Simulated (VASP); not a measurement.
Crystal: Sc2AlAs3.

```
Sc Al As
1.0
     5.22775    0.00000    0.00000
    -2.61387    4.52736    0.00000
     0.00000    0.00000    6.32572
Sc Al As
2 1 3
Direct
  0.33333 0.66667 0.00000
  0.66667 0.33333 0.00000
  0.00000 0.00000 0.00000
  0.33333 0.66667 0.50000
  0.66667 0.33333 0.50000
  0.00000 0.00000 0.50000
```

The cell was generated, and may not be a known phase.

| Quantity | Value |
| --- | --- |
| Program | VASP 6.6.1 |
| Task | relaxation of cell and atoms |
| Functional | PBE |
| Potentials or basis | VASP PAW PBE potentials, release 64 (Sc_sv, Al, As) |
| Cutoff | 600 eV |
| k mesh | 6 × 6 × 4 |
| Occupations | gaussian, width 0.1 eV |
| Spin | no spin polarisation |

At the start: pressure -5.3 GPa; volume 24.95 Å³/atom.

Where does the relaxation end?

Over 8 steps the energy falls by 233.5 meV/atom and the volume is 21.76 Å³/atom (-12.8 %); space group P6/mmm (No. 191, to 0.1 Å) before and after.

The path:
```tsv
step	energy change (eV)	largest force (eV/Å)	pressure (GPa)	volume (Å³)
1	0.0000	0.0000	-5.32	149.72
2	-1.2616	0.0000	-0.97	131.91
3	-1.3672	0.0000	1.51	127.22
4	-1.3678	0.0000	1.79	126.77
5	-1.3980	0.0000	0.16	130.45
6	-1.3994	0.0000	0.43	129.80
7	-1.4006	0.0000	-0.19	130.89
8	-1.4009	0.0000	0.01	130.53
```

Final structure:
```
CELL_PARAMETERS angstrom
5.27946 0.00000 0.00000
-2.63973 4.57214 0.00000
0.00000 0.00000 5.40759
ATOMIC_POSITIONS crystal
Sc 0.33333 0.66667 0.00000
Sc 0.66667 0.33333 0.00000
Al 0.00000 0.00000 0.00000
As 0.33333 0.66667 0.50000
As 0.66667 0.33333 0.50000
As 0.00000 0.00000 0.50000
```
